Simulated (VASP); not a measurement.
Wanted: the native input for a VASP 6.6.1 run.

```
Task                   : single point
Functional             : r2SCAN
Potentials or basis    : VASP PAW PBE potentials, release 64 (Si)
Cutoff                 : 520 eV
k mesh                 : 8 × 8 × 8
Occupations            : gaussian, width 0.05 eV
Spin                   : no spin polarisation
Dipole correction      : no
Further INCAR settings : ALGO = Normal; EDIFF = 1e-07; NBANDS = 11
```

The system is Si.

```xyz
2
Lattice="0.0000 2.7085 2.7085 2.7221 -0.0136 2.7221 2.7221 2.7221 -0.0136" Properties=species:S:1:pos:R:3 pbc="T T T"
Si    2.7221    2.7085    2.7085
Si    4.0832    4.0627    4.0627
```

This cell differs from its parent crystal: strain -0.0100 x Voigt [0, 0, 0, 1, 0, 0].

The input as run:

POSCAR

```
Si
1.0
    0.0000000000      2.7084948146      2.7084948146
    2.7221053413     -0.0136105267      2.7221053413
    2.7221053413      2.7221053413     -0.0136105267
Si
2
Direct
    0.5000000000      0.5000000000      0.5000000000
    0.7500000000      0.7500000000      0.7500000000
```

INCAR.step1

```
SYSTEM = Si
  PREC = Accurate
  ENCUT = 520
  ISMEAR = 0
  SIGMA = 0.05
  LREAL = .False.
  LASPH = .True.
  NELM = 100
  NBANDS = 11
  GGA = PE
  ALGO = Normal
  EDIFF = 1E-4
  LWAVE = .True.
  LCHARG = .False.
```

INCAR.step2

```
SYSTEM = Si
  PREC = Accurate
  ENCUT = 520
  EDIFF = 1E-7
  ISMEAR = 0
  SIGMA = 0.05
  LREAL = .False.
  LASPH = .True.
  NELM = 100
  ALGO = Normal
  ISIF = 2
  LWAVE = .False.
  LCHARG = .False.
  METAGGA = R2SCAN
  LMIXTAU = .True.
  NBANDS = 11
  ISTART = 1
```

KPOINTS

```
regular mesh
0
Gamma
  8 8 8
  0 0 0
```

Potentials or basis: VASP PAW PBE potentials, release 64 (Si).

Run with:

```console
$ cat potpaw_PBE.64/Si/POTCAR > POTCAR
$ cp INCAR.step1 INCAR
$ mpirun -np 1 vasp_std > vasp.out
$ cp INCAR.step2 INCAR
$ mpirun -np 1 vasp_std > vasp.out
```

Results of the run:

```
Pressure               : -0.2 GPa
Largest force          : 0.094 eV/Å
Band gap on the k mesh : 0.81 eV (least direct gap 2.66 eV)
```

Caveat: the cell differs from its parent crystal (strain -0.0100 x Voigt [0, 0, 0, 1, 0, 0]); the PAW data sets were made with another functional, which shifts forces and pressure a little.

It took 110 s on 1 thread of Intel(R) Xeon(R) Platinum 8488C (Sapphire Rapids), on a shared host, peak memory 0.18 GiB.
